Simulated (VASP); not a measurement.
# EuS (Fm-3m) in VASP: further runs

EuS is run at these levels: PBE0, PBE+D3(BJ), PBE; tasks: single point.

Everything below comes from runs of VASP 6.6.1. Logs are shortened: lines on timing, memory, paths and dates and some standing lists are left out, and cuts for length are marked.

**The experiment to reproduce.**

From “Crystal-field mediated electronic transitions of EuS up to 35 GPa”, 2022, pmc:8786971, for a powder of EuS at 300 K: band gap 1.72 eV (optical).

The results are compared with them further down.

## Step 1: The cell of the first run

The structure is cubic, space group Fm-3m (No. 225). Conventional cell: a = 5.957 Å, b = 5.957 Å, c = 5.957 Å, α = 90.00°, β = 90.00°, γ = 90.00°. Eu (site symmetry m-3m) has 6 S at 2.98 Å within 3.9 Å. S (site symmetry m-3m) has 6 Eu at 2.98 Å within 3.9 Å.

## Step 2: Single point, PBE0, collinear spin, ferromagnetic start

Input file POSCAR:

```
EuS
1.0
    0.0000000000      2.9785000000      2.9785000000
    2.9785000000      0.0000000000      2.9785000000
    2.9785000000      2.9785000000      0.0000000000
Eu S
1 1
Direct
    0.0000000000      0.0000000000      0.0000000000
    0.5000000000      0.5000000000      0.5000000000
```

Input file INCAR.step1:

```
SYSTEM = EuS
PREC = Accurate ; ENCUT = 520
EDIFF = 1E-5 ; ISMEAR = -1
SIGMA = 0.05 ; LREAL = .False.
LASPH = .True. ; NELM = 200
ALGO = Normal ; ISIF = 2
LWAVE = .True. ; ISPIN = 2
MAGMOM = 7 0 ; LORBIT = 11
LMAXMIX = 6 ; NBANDS = 22
GGA = PE ; GGA_COMPAT = .False.
```

Input file INCAR.step2:

```
SYSTEM = EuS
PREC = Accurate ; ENCUT = 520
EDIFF = 1E-6 ; ISMEAR = -1
SIGMA = 0.05 ; LREAL = .False.
LASPH = .True. ; NELM = 200
ALGO = Normal ; ISIF = 2
LWAVE = .False. ; LCHARG = .True.
ISPIN = 2 ; MAGMOM = 7 0
LORBIT = 11 ; LMAXMIX = 6
GGA = PE ; LHFCALC = .True.
AEXX = 0.25 ; PRECFOCK = Normal
LELF = .True. ; LVHAR = .True.
NBANDS = 22 ; ISTART = 1
GGA_COMPAT = .False.
```

Input file KPOINTS:

```
regular mesh
0
Gamma
  4 4 4
  0 0 0
```

Potentials or basis: VASP PAW PBE potentials, release 64 (Eu, S).

Command:

```console
cat potpaw_PBE.64/Eu/POTCAR potpaw_PBE.64/S/POTCAR > POTCAR
cp INCAR.step1 INCAR
mpirun -np 1 vasp_std > vasp.out
cp INCAR.step2 INCAR
mpirun -np 1 vasp_std > vasp.out
```

OUTCAR:

```text
SYSTEM = EuS
   PREC = Accurate
   ENCUT = 520
   EDIFF = 1E-6
   ISMEAR = -1
   LREAL = .False.
   LASPH = .True.
   NELM = 200
   ISIF = 2
   ISPIN = 2
   LORBIT = 11
   GGA = PE
   LHFCALC = .True.
   AEXX = 0.25
   PRECFOCK = Normal
   ISTART = 1

 ion  position               nearest neighbor table
   1  0.000  0.000  0.000-   2 2.98   2 2.98   2 2.98   2 2.98   2 2.98   2 2.98
   2  0.500  0.500  0.500-   1 2.98   1 2.98   1 2.98   1 2.98   1 2.98   1 2.98

  LATTYP: Found a face centered cubic cell.
 ALAT       =     5.9570000000

  Lattice vectors:

 A1 = (   0.0000000000,   2.9785000000,   2.9785000000)
 A2 = (   2.9785000000,   0.0000000000,   2.9785000000)
 A3 = (   2.9785000000,   2.9785000000,   0.0000000000)

Analysis of symmetry for initial positions (statically):
=====================================================================
 Subroutine PRICEL returns:
 Original cell was already a primitive cell.

 Routine SETGRP: Setting up the symmetry group for a
 face centered cubic supercell.

 Subroutine GETGRP returns: Found 48 space group operations
 (whereof 48 operations were pure point group operations)
 out of a pool of 48 trial point group operations.

The static configuration has the point symmetry O_h .

Analysis of symmetry for dynamics (positions and initial velocities):
=====================================================================
 Subroutine PRICEL returns:
 Original cell was already a primitive cell.

 Routine SETGRP: Setting up the symmetry group for a
 face centered cubic supercell.

 Subroutine GETGRP returns: Found 48 space group operations
 (whereof 48 operations were pure point group operations)
 out of a pool of 48 trial point group operations.

The dynamic configuration has the point symmetry O_h .

Analysis of structural, dynamic, and magnetic symmetry:
=====================================================================
 Subroutine PRICEL returns:
 Original cell was already a primitive cell.

 Routine SETGRP: Setting up the symmetry group for a
 face centered cubic supercell.

 Subroutine GETGRP returns: Found 48 space group operations
 (whereof 48 operations were pure point group operations)
 out of a pool of 48 trial point group operations.

The overall configuration has the point symmetry O_h .
[... 107 lines left out ...]
   GGA     = PE    functional components
   LHFCALC =     T    Hartree Fock is set to
   PRECFOCK=normal    Normal, Fast or Accurate (Low or Medium for compatibility)
   ENCUT4O =  -1.0   cutoff for four orbital integrals eV
   NKREDX  =     1    reduce k-point grid by
   NKREDY  =     1    reduce k-point grid by
   NKREDZ  =     1    reduce k-point grid by
   AEXX    =    0.2500 exact exchange contribution
   HFSCREEN=    0.0000 screening length (either q_TF or 0.3 A-1)
   HFSCREENC=   0.0000 screening length for correlation (either q_TF or 0.3 A-1)
   ENCUTFOCK=  -1.0 apply spherical cutoff to Coloumb kernel
   IVDW    =     0    specifies the selected vdW correction
   LEPSILON=     F    determine dielectric tensor
   LRPA    =     F    only Hartree local field effects (RPA)
 spin polarized calculation
  energy-cutoff  :      520.00
  volume of cell :       52.85
 maximum number of plane-waves:      1428
  NGX = 24; NGY = 24; NGZ = 24

 number of electron      23.0000005 magnetization       6.9994607

 Free energy of the ion-electron system (eV)
  ---------------------------------------------------
  ext. energy  EPLUGINS =         0.00000000
  ---------------------------------------------------
  free energy    TOTEN  =       -34.19329148 eV

  energy without entropy =      -34.19329118  energy(sigma->0) =      -34.19329133

 E-fermi :   3.5557     XC(G=0):  -7.5544

 val. band max:        2.9395356223   @ k =   0.0000   0.0000   0.0000
 cond. band min:       4.1683053432   @ k =   0.5000   0.5000   0.0000
 fundamental gap:      1.2287697209
 Fermi energy:         3.5556659731

 spin component 1

 k-point     1 :       0.0000    0.0000    0.0000
  band No.  band energies     occupation
      1     -39.7700      1.00000
      2     -17.4392      1.00000
      3     -17.4392      1.00000
      4     -17.4392      1.00000
      5     -11.3742      1.00000
      6       0.3387      1.00000
[... 189 lines left out ...]
     21      12.9281      0.00000
     22      13.5461      0.00000
 Fermi energy:         3.5556659731

 spin component 2

 k-point     1 :       0.0000    0.0000    0.0000
  band No.  band energies     occupation
      1     -36.4175      1.00000
      2     -14.9422      1.00000
      3     -14.9422      1.00000
      4     -14.9422      1.00000
      5     -11.3990      1.00000
      6       0.6393      1.00000
[... 189 lines left out ...]
     21      14.0446      0.00000
     22      14.3082      0.00000

------------------------ aborting loop because EDIFF is reached ----------------------------------------

  FORCE on cell =-STRESS in cart. coord.  units (eV):
  Direction    XX          YY          ZZ          XY          YZ          ZX
  --------------------------------------------------------------------------------------
  -------------------------------------------------------------------------------------
  Total       -0.0445290     -0.0445290     -0.0445290      0.0000000      0.0000000     -0.0000000
  in kB       -1.3499919     -1.3499919     -1.3499919      0.0000000      0.0000000     -0.0000000
  external PRESSURE =      -1.3499919 kB  Pullay stress =       0.0000000 kB

 VOLUME and BASIS-vectors are now :
 -----------------------------------------------------------------------------
  energy-cutoff  :      520.00
  volume of cell :       52.85
      direct lattice vectors                 reciprocal lattice vectors
     0.000000000  2.978500000  2.978500000    -0.167869733  0.167869733  0.167869733
     2.978500000  0.000000000  2.978500000     0.167869733 -0.167869733  0.167869733
     2.978500000  2.978500000  0.000000000     0.167869733  0.167869733 -0.167869733

 POSITION                                       TOTAL-FORCE (eV/Angst)
 -----------------------------------------------------------------------------------
      0.00000      0.00000      0.00000        -0.000000      0.000000     -0.000000
      2.97850      2.97850      2.97850         0.000000     -0.000000      0.000000
 -----------------------------------------------------------------------------------
    total drift:                               -0.000007     -0.000001     -0.000000

  FREE ENERGIE OF THE ION-ELECTRON SYSTEM (eV)
  ---------------------------------------------------
  free  energy   TOTEN  =       -34.1932914848 eV

  energy  without entropy=      -34.1932911839  energy(sigma->0) =      -34.19329133

 total charge

# of ion       s       p       d       f       tot
--------------------------------------------------
    1        2.032   5.822   0.219   6.818  14.891
    2        1.308   2.475   0.000   0.000   3.782
--------------------------------------------------
tot          3.340   8.297   0.219   6.818  18.673

 magnetization (x)

# of ion       s       p       d       f       tot
--------------------------------------------------
    1       -0.014  -0.107   0.039   6.796   6.713
    2       -0.006  -0.050   0.000   0.000  -0.057
--------------------------------------------------
tot         -0.020  -0.158   0.039   6.796   6.656
```

OUTCAR.step1:

```text
SYSTEM = EuS
   PREC = Accurate
   ENCUT = 520
   EDIFF = 1E-5
   ISMEAR = -1
   LREAL = .False.
[... 633 lines left out ...]

 total charge

# of ion       s       p       d       f       tot
--------------------------------------------------
    1        2.027   5.757   0.307   6.646  14.737
    2        1.315   2.431   0.000   0.000   3.746
--------------------------------------------------
tot          3.342   8.188   0.307   6.646  18.483

 magnetization (x)

# of ion       s       p       d       f       tot
--------------------------------------------------
    1       -0.015  -0.114   0.076   6.616   6.563
    2       -0.006  -0.060   0.000   0.000  -0.067
--------------------------------------------------
tot         -0.021  -0.174   0.076   6.616   6.496
```

It took 25 min on 1 thread of Intel Xeon Platinum 8259CL at 2.50GHz (Skylake/Cascade Lake), shared host; peak memory 0.23 GiB.

What came out:

| Item | Value |
| --- | --- |
| Free energy | -34.1933 eV |
| Pressure | -0.1 GPa |
| Band gap on the k mesh | 1.23 eV (least direct gap 1.47 eV) |
| Net moment | 7.00 μB per cell |
| Site moments | Eu +6.71; S -0.06 μB |
| Valence electrons inside the program's atomic spheres | Eu 14.89; S 3.78 |

Caveat: the k points lie up to 0.46 Å⁻¹ apart; the PAW data sets were made with another functional, which shifts forces and pressure a little; spin-orbit coupling is left out, which moves the levels of the heavy elements; a cell with one magnetic atom can't hold antiferromagnetic order, which such compounds often take. The state reached can hang on the start; a lower one may exist.

## Step 3: Single point, PBE+D3(BJ), collinear spin, ferromagnetic start

This run uses another cell than the first one, of 23.94 Å³/atom.

Input file INCAR:

```
SYSTEM = EuS
ALGO     = Normal         ! electronic algorithm
EDIFF    = 1E-6           ! SCF threshold, eV
ENCUT    = 600            ! plane-wave cutoff, eV
GGA      = PE             ! functional
GGA_COMPAT= .FALSE.      
ISIF     = 2              ! what is computed and relaxed
ISMEAR   = -1             ! smearing method
ISPIN    = 2              ! spin polarisation
IVDW     = 12             ! dispersion correction
LASPH    = .TRUE.         ! aspherical terms in the spheres
LCHARG   = .FALSE.        ! write CHGCAR
LMAXMIX  = 6              ! l up to which the mixer works
LORBIT   = 11             ! projections on sites
LREAL    = .FALSE.        ! projectors in reciprocal space
LWAVE    = .FALSE.        ! write WAVECAR
MAGMOM   = 7 0            ! initial moments
NBANDS   = 22             ! bands
NELM     = 200            ! most SCF steps
PREC     = Accurate       ! precision mode
SIGMA    = 0.05           ! smearing width, eV
```

Input file KPOINTS:

```
k-points
0
G
  8 8 8
  0 0 0
```

Input file POSCAR:

```
EuS
1.0
    0.0000000000      2.8819338818      2.8819338818
    2.8819338818      0.0000000000      2.8819338818
    2.8819338818      2.8819338818      0.0000000000
Eu S
1 1
Direct
    0.0000000000      0.0000000000      0.0000000000
    0.5000000000      0.5000000000      0.5000000000
```

Potentials or basis: VASP PAW PBE potentials, release 64 (Eu, S).

Command:

```console
cat potpaw_PBE.64/Eu/POTCAR potpaw_PBE.64/S/POTCAR > POTCAR
mpirun -np 1 vasp_std > vasp.out
```

Wall time 4.9 min (1 thread of Oxide Virtual Turin-like, shared host); peak memory 0.26 GiB.

The run converged. Its results:

```yaml
Free_energy: -20.6475 eV
Pressure: -0.3 GPa
Net_moment: 6.94 μB per cell
Site_moments: Eu +6.55; S -0.08 μB
Valence_electrons_inside_the_program's_atomic_spheres: Eu 14.78; S 3.78
Dispersion_energy_per_atom: -0.366 eV
```

Levels at points of the mesh, in eV from the Fermi level:
Spin up:
```
           k point  band 11  band 12  band 13  band 14  band 15  band 16  band 17  band 18  band 19  band 20
(0.00, 0.00, 0.00)    -0.28    -0.28     0.13     0.13     0.13     0.97     0.97     0.97     1.36     1.93
(0.50, 0.00, 0.00)    -0.44    -0.34    -0.34    -0.29    -0.28     3.22     3.52     3.92     3.92     7.09
(0.50, 0.50, 0.00)    -0.38    -0.35    -0.35    -0.30    -0.07    -0.07     3.21     3.78     5.04     5.08
```
Spin down:
```
           k point  band 5  band 6  band 7  band 8  band 9  band 10  band 11  band 12
(0.00, 0.00, 0.00)  -13.72   -2.64   -2.64   -2.64    1.76     1.76     1.76     2.03
(0.50, 0.00, 0.00)  -12.44   -5.43   -3.97   -3.97    2.91     4.00     4.00     4.35
(0.50, 0.50, 0.00)  -13.34   -3.74   -2.96   -2.96   -0.41     4.07     4.19     4.28
```

Caveat: spin-orbit coupling is left out, which moves the levels of the heavy elements; a cell with one magnetic atom can't hold antiferromagnetic order, which such compounds often take; semilocal functionals describe open f shells poorly, which spoils levels, moments and volumes. The state reached can hang on the start; a lower one may exist.

## Step 4: Single point, PBE, collinear spin, ferromagnetic start

Input file INCAR:

```
  PREC = Accurate
  ENCUT = 600
  EDIFF = 1E-6
  ISMEAR = 0
  SIGMA = 0.015
  LREAL = F
  LASPH = T
  NELM = 200
  ALGO = Normal
  ISIF = 2
  LWAVE = F
  LCHARG = T
  ISPIN = 2
  MAGMOM = 7 0
  LORBIT = 11
  LMAXMIX = 6
  GGA = PE
  LELF = T
  LVHAR = T
  NBANDS = 22
  GGA_COMPAT = F
```

Input file KPOINTS:

```
regular mesh
0
Gamma
  8 8 8
```

Input file POSCAR:

```
EuS
1.0
    0.0000000000      2.9785000000      2.9785000000
    2.9785000000      0.0000000000      2.9785000000
    2.9785000000      2.9785000000      0.0000000000
Eu S
1 1
Direct
    0.0000000000      0.0000000000      0.0000000000
    0.5000000000      0.5000000000      0.5000000000
```

Command:

```console
cat potpaw_PBE.64/Eu/POTCAR potpaw_PBE.64/S/POTCAR > POTCAR
mpirun -np 1 vasp_std > vasp.out
```

Wall time 5.3 min (1 thread of Oxide Virtual Turin-like, shared host); peak memory 0.25 GiB.

The run converged. Its results:

| Quantity | Value |
| --- | --- |
| Free energy | -19.8992 eV |
| Pressure | -2.8 GPa |
| Band gap on the k mesh | zero (filled and empty bands overlap) |
| Net moment | 6.99 μB per cell |
| Site moments | Eu +6.59; S -0.07 μB |
| Valence electrons inside the program's atomic spheres | Eu 14.75; S 3.75 |

Levels at points of the mesh, in eV from the Fermi level:
Spin up:
```
           k point  band 11  band 12  band 13  band 14  band 15  band 16  band 17  band 18  band 19  band 20
(0.00, 0.00, 0.00)    -0.21    -0.21     0.11     0.11     0.11     0.82     1.09     1.09     1.09     1.97
(0.50, 0.00, 0.00)    -0.34    -0.25    -0.25    -0.22    -0.20     2.96     3.24     3.66     3.66     6.56
(0.50, 0.50, 0.00)    -0.28    -0.26    -0.26    -0.22    -0.04    -0.04     3.10     3.24     4.53     4.69
```
Spin down:
| k point | band 4 | band 5 | band 6 | band 7 | band 8 | band 9 | band 10 | band 11 | band 12 | band 13 |
| --- | --- | --- | --- | --- | --- | --- | --- | --- | --- | --- |
| (0.00, 0.00, 0.00) | -17.93 | -13.45 | -2.60 | -2.60 | -2.60 | 1.45 | 1.87 | 1.87 | 1.87 | 2.75 |
| (0.50, 0.00, 0.00) | -17.96 | -12.49 | -5.11 | -3.73 | -3.73 | 2.89 | 4.06 | 4.14 | 4.14 | 4.47 |
| (0.50, 0.50, 0.00) | -18.05 | -13.11 | -3.73 | -2.95 | -2.95 | -0.12 | 3.95 | 3.97 | 4.30 | 4.40 |

Caveat: spin-orbit coupling is left out, which moves the levels of the heavy elements; a cell with one magnetic atom can't hold antiferromagnetic order, which such compounds often take; semilocal functionals describe open f shells poorly, which spoils levels, moments and volumes. With open d or f shells a metallic result of PBE can be an artefact of self-interaction; +U or a hybrid may open a gap.

## Step 5: The runs side by side

| level | cell | k mesh | cutoff (eV) | smearing | grid for exact exchange (PRECFOCK) | share of exact exchange | gap on the mesh (eV) | pressure (GPa) | moment (μB) |
| --- | --- | --- | --- | --- | --- | --- | --- | --- | --- |
| PBE0 | a = 4.212 Å, angles 60.0°, 2 atoms | 4 × 4 × 4 | 520 | fermi-dirac 0.05 eV | Normal | 0.25 | 1.23 | -0.1 | 7.00 |
| PBE+D3(BJ) | a = 4.076 Å, angles 60.0°, 2 atoms | 8 × 8 × 8 | 600 | fermi-dirac 0.05 eV | - | - | none | -0.3 | 6.94 |
| PBE | a = 4.212 Å, angles 60.0°, 2 atoms | 8 × 8 × 8 | 600 | gaussian 0.015 eV | - | - | none | -2.8 | 6.99 |

Alike in all rows: task single point; potentials or basis VASP PAW PBE potentials, release 64 (Eu, S); spin collinear, ferromagnetic start.

Caveats: some runs use coarse meshes; spin-orbit coupling is left out, which moves the levels of the heavy elements; a cell with one magnetic atom can't hold antiferromagnetic order, which such compounds often take; semilocal functionals describe open f shells poorly, which spoils levels, moments and volumes (at least some runs); the PAW data sets were made with another functional, which shifts forces and pressure a little (at least some runs).

Total energies depend on the potentials used, so only differences within one code and one set of settings carry meaning.

## Step 6: How close it comes

Step 3. Against the measured gap of EuS, 1.72 eV (optical; 300 K; powder; “Crystal-field mediated electronic transitions of EuS up to 35 GPa”, 2022, pmc:8786971), the calculated 0.00 eV is off by -1.72 eV. So large a miss can be the level of theory's own, or it may mean another phase, state or a wrong row. Spin-orbit coupling on Eu is left out. The value is that of PBE+D3(BJ) on a finite k mesh, which can miss the band edges, without temperature or zero-point motion. Semilocal functionals fall short of measured gaps as a rule. The run's magnetic order (collinear spin, ferromagnetic start) needn't be the measured crystal's.

The gap in the log of VASP goes by the Fermi energy; the results here count the filled bands.